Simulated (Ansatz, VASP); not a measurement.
WC: VASP beside Ansatz

```xyz
2
Lattice="2.8988 0.0000 0.0000 -1.4494 2.5104 0.0000 0.0000 0.0000 2.8274" Properties=species:S:1:pos:R:3 pbc="T T T"
W     0.0000    0.0000    0.0000
C     1.4494    0.8368    1.4137
```

Alike in both runs: functional PBEsol; k mesh 14 × 14 × 12; occupations fermi-dirac, width 0.08 eV; no spin polarisation.

Ansatz relaxed the structure, and its values are those at the end. VASP's run is a single point on that final structure, the one shown.

|  | VASP | Ansatz |
| --- | --- | --- |
| version | VASP 6.6.1 | Ansatz 0.2.0 |
| potentials or method | VASP PAW PBE potentials, release 64 (W_sv, C) | PAW with Ansatz's default frozen-core files, scalar-relativistic |
| plane-wave cutoff (eV) | 520 | 420 |
| valence electrons in the cell | 18 | 18 |

```tsv
	VASP	Ansatz	Ansatz less VASP
pressure (GPa)	1.3	0.0	-1.30
```

VASP's potentials were made for PBE, not for PBEsol.

Neither program's run includes spin-orbit coupling.
